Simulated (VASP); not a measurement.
Crystal: BeZn3Te4.

```
Be Zn Te
1.0
     6.04352   -0.01022   -0.01438
    -0.01022    5.97300   -0.00819
    -3.03100   -2.98957    6.05364
Be Zn Te
1 3 4
Direct
  0.01622 0.99170 0.99765
  0.74140 0.25213 0.50165
  0.24093 0.75741 0.50187
  0.51018 0.49997 0.01708
  0.65754 0.65974 0.76184
  0.10314 0.10618 0.75509
  0.34609 0.88577 0.23879
  0.88450 0.34711 0.22603
```

- Program: VASP 6.6.1
- Task: relaxation of cell and atoms
- Functional: PBE
- Potentials or basis: VASP PAW PBE potentials, release 64 (Be, Zn, Te)
- Cutoff: 600 eV
- k mesh: 4 × 4 × 4
- Occupations: gaussian, width 0.1 eV
- Spin: no spin polarisation

At the start: pressure 1.0 GPa; volume 27.26 Å³/atom.

Q: How do energy, volume and symmetry change on relaxing?

A: Over 12 steps the energy falls by 26.3 meV/atom and the volume is 27.66 Å³/atom (+1.4 %); space group P1 (No. 1, to 0.1 Å) before, I-42m (No. 121, to 0.1 Å).

The path:
```tsv
step	energy change (eV)	largest force (eV/Å)	pressure (GPa)	volume (Å³)
1	0.0000	0.8926	1.01	218.11
2	-0.1300	0.5195	-0.37	223.58
3	-0.1484	0.3282	-1.01	226.67
4	-0.1940	0.1805	-0.16	222.17
5	-0.1973	0.1850	0.15	220.70
6	-0.2029	0.1025	0.02	221.28
7	-0.2040	0.0998	-0.05	221.68
8	-0.2065	0.0596	-0.02	221.52
9	-0.2071	0.0675	0.01	221.40
10	-0.2085	0.0543	0.00	221.42
11	-0.2100	0.0431	-0.02	221.49
12	-0.2103	0.0192	0.04	221.25
```

Final structure:
```
Be Zn Te
1.0
     6.05278    0.00122   -0.00126
     0.00155    6.05311   -0.00331
    -3.02823   -3.03044    6.04115
Be Zn Te
1 3 4
Direct
  0.00014 0.99983 0.00019
  0.74875 0.25003 0.49989
  0.24936 0.75106 0.50000
  0.50167 0.49921 0.99989
  0.64518 0.64617 0.76140
  0.11578 0.11683 0.76203
  0.35434 0.88287 0.23762
  0.88479 0.35401 0.23899
```
